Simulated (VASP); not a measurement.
Sr: single point with PBE

The system is Sr.

```
Sr
1.0
    -3.15051    3.15051    1.69323
     3.15051   -3.15051    1.69323
     3.15051    3.15051   -1.69323
Sr
2
Direct
  0.62500 0.87500 0.75000
  0.37500 0.12500 0.25000
```

```yaml
Program: VASP 6.6.1
Task: single point
Functional: PBE
Potentials_or_basis: VASP PAW PBE potentials, release 64 (Sr_sv)
Cutoff: 520 eV
k_mesh: 12 × 12 × 12
Occupations: fermi-dirac, width 0.1 eV
Spin: no spin polarisation
Dipole_correction: no
Further_INCAR_settings: ALGO = Normal; EDIFF = 1e-07; NBANDS = 17
```

| Property | Result |
| --- | --- |
| Pressure | 10.0 GPa |
| Band gap on the k mesh | zero (bands 10 and 11 overlap by 0.33 eV) |

Stress tensor (GPa, compression positive):
```
 9.84  0.00  0.00
 0.00  9.84  0.00
 0.00  0.00 10.34
```

Levels at points of the mesh, in eV from the Fermi level:
```csv
k point,band 7,band 8,band 9,band 10,band 11,band 12,band 13,band 14
"(0.00, 0.00, 0.00)",-17.42,-17.42,-3.80,-1.26,0.87,1.10,1.94,4.42
"(0.50, 0.00, 0.00)",-17.70,-17.36,-0.86,-0.67,0.41,1.85,2.13,2.88
"(0.50, 0.50, 0.00)",-17.43,-17.43,-1.53,-1.53,1.15,1.15,2.55,2.55
"(0.50, 0.50, 0.50)",-17.29,-17.29,-0.89,-0.89,1.01,1.01,2.08,2.08
```

Run time: 3 min on 1 thread of Intel(R) Xeon(R) Platinum 8375C CPU @ 2.90GHz (Ice Lake), with other jobs on the host, peak memory 0.31 GiB.

Caveat: the cell stands under pressure.
